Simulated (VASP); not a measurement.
# NaCl (Fm-3m) in VASP: further runs

Aim: see how the results for NaCl move with the level of theory and the settings. Levels: r2SCAN, r2SCAN+D3(BJ). Tasks: single point.

Everything below comes from runs of VASP 6.6.1. Logs are shortened: lines on timing, memory, paths and dates and some standing lists are left out, and cuts for length are marked.

### 1 The cell of the first run

Symmetry: Fm-3m, No. 225, cubic system. Conventional cell: a = 5.806 Å, b = 5.806 Å, c = 5.806 Å, α = 90.00°, β = 90.00°, γ = 90.00°. Within 3.8 Å of Na (site symmetry m-3m) lie 6 Cl at 2.90 Å. Cl (site symmetry m-3m) has 6 Na at 2.90 Å within 3.8 Å.

### 2 Single point, r2SCAN

The input, POSCAR:

```
NaCl
1.0
    0.0000000000      2.9032490000      2.9032490000
    2.9032490000      0.0000000000      2.9032490000
    2.9032490000      2.9032490000      0.0000000000
Na Cl
1 1
Direct
    0.0000000000      0.0000000000      0.0000000000
    0.5000000000      0.5000000000      0.5000000000
```

The input, INCAR.step1:

```
PREC     = Accurate       # precision mode
ENCUT    = 550            # plane-wave cutoff, eV
ISMEAR   = -1             # smearing method
SIGMA    = 0.1137         # smearing width, eV
LREAL    = False          # projectors in reciprocal space
LASPH    = True           # aspherical terms in the spheres
NELM     = 120            # most SCF steps
NBANDS   = 14             # bands
GGA      = PE             # functional
ALGO     = Normal         # electronic algorithm
EDIFF    = 1E-5           # SCF threshold, eV
LWAVE    = True           # write WAVECAR
LCHARG   = False          # write CHGCAR
GGA_COMPAT= False
```

The input, INCAR.step2:

```
PREC     = Accurate       # precision mode
ENCUT    = 550            # plane-wave cutoff, eV
EDIFF    = 1E-6           # SCF threshold, eV
ISMEAR   = -1             # smearing method
SIGMA    = 0.1137         # smearing width, eV
LREAL    = False          # projectors in reciprocal space
LASPH    = True           # aspherical terms in the spheres
NELM     = 120            # most SCF steps
ALGO     = Normal         # electronic algorithm
ISIF     = 2              # what is computed and relaxed
LWAVE    = False          # write WAVECAR
LCHARG   = False          # write CHGCAR
METAGGA  = R2SCAN         # meta-GGA
LMIXTAU  = True         
NBANDS   = 14             # bands
ISTART   = 1            
GGA_COMPAT= False
```

The input, KPOINTS:

```
regular mesh
0
Gamma
  5 5 5
```

Potentials or basis: VASP PAW PBE potentials, release 64 (Na_pv, Cl).

Launch:

```
$ cat potpaw_PBE.64/Na_pv/POTCAR potpaw_PBE.64/Cl/POTCAR > POTCAR
$ cp INCAR.step1 INCAR
$ mpirun -np 1 vasp_std > vasp.out
$ cp INCAR.step2 INCAR
$ mpirun -np 1 vasp_std > vasp.out
```

OUTCAR:

```text
PREC = Accurate
   ENCUT = 550
   EDIFF = 1E-6
   ISMEAR = -1
   LREAL = False
   LASPH = True
   NELM = 120
   ISIF = 2
   METAGGA = R2SCAN
   ISTART = 1

 ion  position               nearest neighbor table
   1  0.000  0.000  0.000-
   2  0.500  0.500  0.500-

  LATTYP: Found a face centered cubic cell.
 ALAT       =     5.8064980000

  Lattice vectors:

 A1 = (   0.0000000000,   2.9032490000,   2.9032490000)
 A2 = (   2.9032490000,   0.0000000000,   2.9032490000)
 A3 = (   2.9032490000,   2.9032490000,   0.0000000000)

Analysis of symmetry for initial positions (statically):
=====================================================================
 Subroutine PRICEL returns:
 Original cell was already a primitive cell.

 Routine SETGRP: Setting up the symmetry group for a
 face centered cubic supercell.

 Subroutine GETGRP returns: Found 48 space group operations
 (whereof 48 operations were pure point group operations)
 out of a pool of 48 trial point group operations.

The static configuration has the point symmetry O_h .

Analysis of symmetry for dynamics (positions and initial velocities):
=====================================================================
 Subroutine PRICEL returns:
 Original cell was already a primitive cell.

 Routine SETGRP: Setting up the symmetry group for a
 face centered cubic supercell.

 Subroutine GETGRP returns: Found 48 space group operations
 (whereof 48 operations were pure point group operations)
 out of a pool of 48 trial point group operations.

The dynamic configuration has the point symmetry O_h .

 Subroutine INISYM returns: Found 48 space group operations
 (whereof 48 operations are pure point group operations),
 and found     1 'primitive' translations

----------------------------------------------------------------------------------------

                                     Primitive cell

  volume of cell :      48.9421

  direct lattice vectors                    reciprocal lattice vectors
     0.000000000  2.903249000  2.903249000    -0.172220846  0.172220846  0.172220846
     2.903249000  0.000000000  2.903249000     0.172220846 -0.172220846  0.172220846
     2.903249000  2.903249000  0.000000000     0.172220846  0.172220846 -0.172220846

  length of vectors
     4.105814111  4.105814111  4.105814111     0.298295256  0.298295256  0.298295256

  position of ions in fractional coordinates (direct lattice)
     0.000000000  0.000000000  0.000000000
     0.500000000  0.500000000  0.500000000

  ion indices of the primitive-cell ions
   primitive index   ion index
                 1           1
                 2           2

----------------------------------------------------------------------------------------

 KPOINTS: regular mesh

Automatic generation of k-mesh.
 Grid dimensions read from file:
 generate k-points for:    5    5    5

 Generating k-lattice:

  Cartesian coordinates                     Fractional coordinates (reciprocal lattice)
    -0.034444169  0.034444169  0.034444169     0.200000000  0.000000000  0.000000000
     0.034444169 -0.034444169  0.034444169     0.000000000  0.200000000  0.000000000
     0.034444169  0.034444169 -0.034444169     0.000000000  0.000000000  0.200000000

  Length of vectors
     0.059659051  0.059659051  0.059659051

  Shift w.r.t. Gamma in fractional coordinates (k-lattice)
     0.000000000  0.000000000  0.000000000

 Subroutine IBZKPT returns following result:
 ===========================================

 Found     10 irreducible k-points:

 Following reciprocal coordinates:
            Coordinates               Weight
  0.000000  0.000000  0.000000      1.000000
  0.200000  0.000000  0.000000      8.000000
  0.400000  0.000000  0.000000      8.000000
  0.200000  0.200000  0.000000      6.000000
  0.400000  0.200000  0.000000     24.000000
 -0.400000  0.200000  0.000000     24.000000
 -0.200000  0.200000  0.000000     12.000000
  0.400000  0.400000  0.000000      6.000000
 -0.400000  0.400000  0.000000     12.000000
 -0.400000  0.400000  0.200000     24.000000
   k-points           NKPTS =     10   k-points in BZ     NKDIM =     10   number of bands    NBANDS=     14
   number of dos      NEDOS =    301   number of ions     NIONS =      2
   total plane-waves  NPLWV =  32768
   dimension x,y,z NGX =    32 NGY =   32 NGZ =   32
   dimension x,y,z NGXF=    64 NGYF=   64 NGZF=   64
   ions per type =               1   1
   NGX,Y,Z   is equivalent  to a cutoff of  12.96, 12.96, 12.96 a.u.
   NGXF,Y,Z  is equivalent  to a cutoff of  25.91, 25.91, 25.91 a.u.
 SYSTEM =  unknown system
   PREC   = accura    normal or accurate (medium, high low for compatibility)
   ISTART =      1    job   : 0-new  1-cont  2-samecut
   ICHARG =      0    charge: 1-file 2-atom 10-const
   ISPIN  =      1    spin polarized calculation?
   LNONCOLLINEAR =      F non collinear calculations
   LSORBIT =      F    spin-orbit coupling
   LASPH  =      T    aspherical Exc in radial PAW
   ENCUT  =  550.0 eV  40.42 Ry    6.36 a.u.   7.85  7.85  7.85*2*pi/ulx,y,z
   NELM   =    120;   NELMIN=  2; NELMDL=  0     # of ELM steps
   EDIFF  = 0.1E-05   stopping-criterion for ELM
   LREAL  =      F    real-space projection
   EDIFFG = 0.1E-04   stopping-criterion for IOM
   NSW    =      0    number of steps for IOM
   IBRION =     -1    ionic relax: 0-MD 1-quasi-New 2-CG
   NFREE  =      0    steps in history (QN), initial steepest desc. (CG)
   ISIF   =      2    stress and relaxation
   ISYM   =      2    0-nonsym 1-usesym 2-fastsym
   POTIM  = 0.5000    time-step for ionic-motion
   TEBEG  =    0.0;   TEEND  =   0.0 temperature during run
   PSTRESS=    0.0 pullay stress
   NELECT =      14.0000    total number of electrons
   NUPDOWN=      -1.0000    fix difference up-down
   EMIN   =  10.00;   EMAX   =-10.00  energy-range for DOS
   EFERMI =   0.00;   METHOD = LEGACY
   ISMEAR =    -1;   SIGMA  =   0.11  broadening in eV -4-tet -1-fermi 0-gaus
   EFERMI_NEDOS =   21; number of points for ismear=-14 and -15
   IALGO  =     38    algorithm
   IMIX   =      4    mixing-type and parameters
     AMIX     =   0.40;   BMIX     =  1.00
     AMIX_MAG =   1.60;   BMIX_MAG =  1.00
  volume/ion in A,a.u.               =      24.47       165.14
  Fermi-wavevector in a.u.,A,eV,Ry     =   1.078673  2.038397 15.830867  1.163536
  Thomas-Fermi vector in A             =   2.214618
   LORBIT       =      0    0 simple, 1 ext, 2 COOP (PROOUT), +10 PAW based schemes
   METAGGA = R2SCAN    functional components
   LHFCALC =     F    Hartree Fock is set to
   AEXX    =    0.0000 exact exchange contribution
   IVDW    =     0    specifies the selected vdW correction
   LEPSILON=     F    determine dielectric tensor
   LRPA    =     F    only Hartree local field effects (RPA)
 non-spin polarized calculation
  energy-cutoff  :      550.00
  volume of cell :       48.94
 maximum number of plane-waves:      1459
   NGX = 15   NGY = 15   NGZ = 15

 number of electron      13.9999994 magnetization

 Free energy of the ion-electron system (eV)
  ---------------------------------------------------
  ext. energy  EPLUGINS =         0.00000000
  ---------------------------------------------------
  free energy    TOTEN  =       -13.74714124 eV

  energy without entropy =      -13.74714124  energy(sigma->0) =      -13.74714124

 E-fermi :   0.9585     XC(G=0):  -8.2429

 val. band max:       -1.6337185519   @ k =   0.0000   0.0000   0.0000
 cond. band min:       3.9474493259   @ k =   0.0000   0.0000   0.0000
 fundamental gap:      5.5811678779
 Fermi energy:         0.9584755382

 k-point     1 :       0.0000    0.0000    0.0000
  band No.  band energies     occupation
      1     -23.3300      2.00000
      2     -23.3300      2.00000
      3     -23.3300      2.00000
      4     -14.6726      2.00000
      5      -1.6337      2.00000
      6      -1.6337      2.00000
      7      -1.6337      2.00000
      8       3.9474      0.00000
      9      10.0288      0.00000
     10      10.0288      0.00000
     11      10.0288      0.00000
     12      12.1733      0.00000
     13      12.1733      0.00000
     14      13.5683      0.00000

 k-point     2 :       0.2000    0.0000    0.0000
  band No.  band energies     occupation
      1     -23.3364      2.00000
      2     -23.3304      2.00000
      3     -23.3304      2.00000
      4     -14.5848      2.00000
      5      -2.3147      2.00000
      6      -1.7166      2.00000
      7      -1.7165      2.00000
      8       4.9616      0.00000
      9       9.0330      0.00000
     10      10.3433      0.00000
     11      10.3433      0.00000
     12      11.8867      0.00000
     13      11.8867      0.00000
     14      14.6119      0.00000

 k-point     3 :       0.4000    0.0000    0.0000
  band No.  band energies     occupation
      1     -23.3466      2.00000
      2     -23.3312      2.00000
      3     -23.3311      2.00000
      4     -14.4369      2.00000
      5      -3.1750      2.00000
      6      -1.8443      2.00000
      7      -1.8443      2.00000
      8       6.0575      0.00000
      9       9.0447      0.00000
     10      10.0036      0.00000
     11      10.0036      0.00000
     12      13.7627      0.00000
     13      13.7627      0.00000
     14      13.8104      0.00000
[... 86 lines left out ...]
 k-point     9 :      -0.4000    0.4000    0.0000
  band No.  band energies     occupation
      1     -23.3412      2.00000
      2     -23.3381      2.00000
      3     -23.3342      2.00000
      4     -14.3622      2.00000
      5      -2.9459      2.00000
      6      -2.4725      2.00000
      7      -2.1002      2.00000
      8       7.0297      0.00000
      9       7.6311      0.00000
     10       9.4585      0.00000
     11      11.9815      0.00000
     12      12.4063      0.00000
     13      14.8069      0.00000
     14      16.1549      0.00000

 k-point    10 :      -0.4000    0.4000    0.2000
  band No.  band energies     occupation
      1     -23.3416      2.00000
      2     -23.3371      2.00000
      3     -23.3343      2.00000
      4     -14.3727      2.00000
      5      -2.8737      2.00000
      6      -2.4660      2.00000
      7      -2.1365      2.00000
      8       7.6751      0.00000
      9       8.1231      0.00000
     10       8.4649      0.00000
     11      10.9111      0.00000
     12      13.3319      0.00000
     13      14.0069      0.00000
     14      15.8396      0.00000

------------------------ aborting loop because EDIFF is reached ----------------------------------------

  FORCE on cell =-STRESS in cart. coord.  units (eV):
  Direction    XX          YY          ZZ          XY          YZ          ZX
  --------------------------------------------------------------------------------------
  -------------------------------------------------------------------------------------
  Total       -0.7330598     -0.7330598     -0.7330598      0.0000000     -0.0000000      0.0000000
  in kB      -23.9975618    -23.9975618    -23.9975618      0.0000000     -0.0000000      0.0000000
  external PRESSURE =     -23.9975618 kB  Pullay stress =       0.0000000 kB

 VOLUME and BASIS-vectors are now :
 -----------------------------------------------------------------------------
  energy-cutoff  :      550.00
  volume of cell :       48.94
      direct lattice vectors                 reciprocal lattice vectors
     0.000000000  2.903249000  2.903249000    -0.172220846  0.172220846  0.172220846
     2.903249000  0.000000000  2.903249000     0.172220846 -0.172220846  0.172220846
     2.903249000  2.903249000  0.000000000     0.172220846  0.172220846 -0.172220846

 POSITION                                       TOTAL-FORCE (eV/Angst)
 -----------------------------------------------------------------------------------
      0.00000      0.00000      0.00000         0.000000      0.000000      0.000000
      2.90325      2.90325      2.90325        -0.000000     -0.000000     -0.000000
 -----------------------------------------------------------------------------------
    total drift:                                0.000000     -0.000000     -0.000000

  FREE ENERGIE OF THE ION-ELECTRON SYSTEM (eV)
  ---------------------------------------------------
  free  energy   TOTEN  =       -13.7471412440 eV

  energy  without entropy=      -13.7471412439  energy(sigma->0) =      -13.74714124
```

Wall time 45 s (1 thread of Intel Xeon 8259CL, shared host); peak memory 0.18 GiB.

Results:

* Free energy: -13.7471 eV
* Pressure: -2.4 GPa
* Band gap on the k mesh: 5.58 eV

Caveat: the PAW data sets were made with another functional, which shifts forces and pressure a little.

### 3 Single point, r2SCAN+D3(BJ)

POSCAR is that of step 2.

The input, INCAR.step1:

```
PREC = Accurate
ENCUT = 550
ISMEAR = -1
SIGMA = 0.1137
LREAL = F
LASPH = T
NELM = 120
NBANDS = 14
GGA = PE
ALGO = Normal
EDIFF = 1E-5
LWAVE = T
LCHARG = F
GGA_COMPAT = F
```

The input, INCAR.step2:

```
PREC = Accurate
ENCUT = 550
EDIFF = 1E-6
ISMEAR = -1
SIGMA = 0.1137
LREAL = F
LASPH = T
NELM = 120
ALGO = Normal
ISIF = 2
LWAVE = F
LCHARG = F
METAGGA = R2SCAN
LMIXTAU = T
IVDW = 12
VDW_S6 = 1.0
VDW_S8 = 0.78981345
VDW_A1 = 0.49484001
VDW_A2 = 5.73083694
NBANDS = 14
ISTART = 1
GGA_COMPAT = F
```

The input, KPOINTS:

```
Automatic mesh
0
Gamma
  5 5 5
```

Potentials or basis: VASP PAW PBE potentials, release 64 (Na_pv, Cl).

Launch:

```
$ cat potpaw_PBE.64/Na_pv/POTCAR potpaw_PBE.64/Cl/POTCAR > POTCAR
$ cp INCAR.step1 INCAR
$ mpirun -np 1 vasp_std > vasp.out
$ cp INCAR.step2 INCAR
$ mpirun -np 1 vasp_std > vasp.out
```

Run time: 48 s. Hardware: 1 thread of Intel Xeon 8259CL, shared host; peak memory 0.19 GiB.

The run converged. Its results:

```yaml
Free_energy: -13.9338 eV
Pressure: -3.0 GPa
Band_gap_on_the_k_mesh: 5.58 eV
Dispersion_energy_per_atom: -0.093 eV
```

Levels at points of the mesh, in eV from the valence-band top:
```csv
k point,band 5,band 6,band 7,band 8,band 9,band 10
"(0.00, 0.00, 0.00)",0.00,0.00,0.00,5.58,11.66,11.66
```

Caveat: the cell stands under tension; the PAW data sets were made with another functional, which shifts forces and pressure a little.
